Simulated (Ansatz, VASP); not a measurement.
## Two plane-wave programs on C

Contents of INCAR:

```
SYSTEM = C
PREC = Accurate ; ENCUT = 520
EDIFF = 1E-6 ; ISMEAR = 0
SIGMA = 0.03 ; LREAL = .FALSE.
LASPH = .TRUE. ; NELM = 100
ALGO = Normal ; ISIF = 2
LWAVE = .FALSE. ; LCHARG = .FALSE.
GGA = PS ; IVDW = 12
NBANDS = 11
```

File KPOINTS:

```
Automatic mesh
0
G
  18 18 18
  0 0 0
```

POSCAR

```
C
1.0
    0.0000000000      2.1714933412      3.1925307909
    1.2545420628      0.0000000000      3.1925307909
    1.2545420628      2.1714933412      0.0000000000
C
2
Direct
    0.1667066167      0.8332933833      0.1667066167
    0.8332933833      0.1667066167      0.8332933833
```

Input for Ansatz:

```yaml
crystal:
  lattice:
    - [0.0, 2.1714933412, 3.1925307909]
    - [1.2545420628, 0.0, 3.1925307909]
    - [1.2545420628, 2.1714933412, 0.0]
  atoms:
    - { symbol: C, position: [0.1667066167, 0.8332933833, 0.1667066167] }
    - { symbol: C, position: [0.8332933833, 0.1667066167, 0.8332933833] }
basis:
  ecutwfc: 520.0
kpoints:
  mp_grid: { grid: [18, 18, 18] }
hamiltonian:
  xc: pbesol
  pseudopotentials: { kind: paw, azcp: { folder: soft_1 } }
  dispersion: d3bj
scf:
  occupations: { method: gaussian, width: 0.03 }
output:
  forces: true
  stress: true
  eigenvalues: true
```

Change from the starting cell: volume 8.697 Å^3 an atom, stretch along c over the lengths across it, relative to the relaxed cell 0.9411.

Alike in both runs: task single point; functional PBEsol; dispersion D3(BJ); k mesh 18 × 18 × 18; occupations gaussian, width 0.03 eV; no spin polarisation.

```csv
,VASP,Ansatz
version,VASP 6.6.1,Ansatz 0.2.0
potentials or method,"VASP PAW PBE potentials, release 64 (C), cutoff 520 eV","scalar-relativistic, plane waves, PAW"
valence electrons in the cell,8,8
```

|  | VASP | Ansatz | Ansatz less VASP |
| --- | --- | --- | --- |
| gap on the k mesh at the Fermi level (eV) | 0.03 | 0.03 | +0.001 |
| least direct gap on the mesh (eV) | 0.21 | 0.21 | 0.000 |
| pressure (GPa) | -15.8 | -16.5 | -0.70 |
| traceless stress, the component that is largest in VASP (GPa) | 17.68 | 18.45 | +0.775 |

VASP's potentials were made for PBE, not for PBEsol, and Ansatz warns of the same on its side.
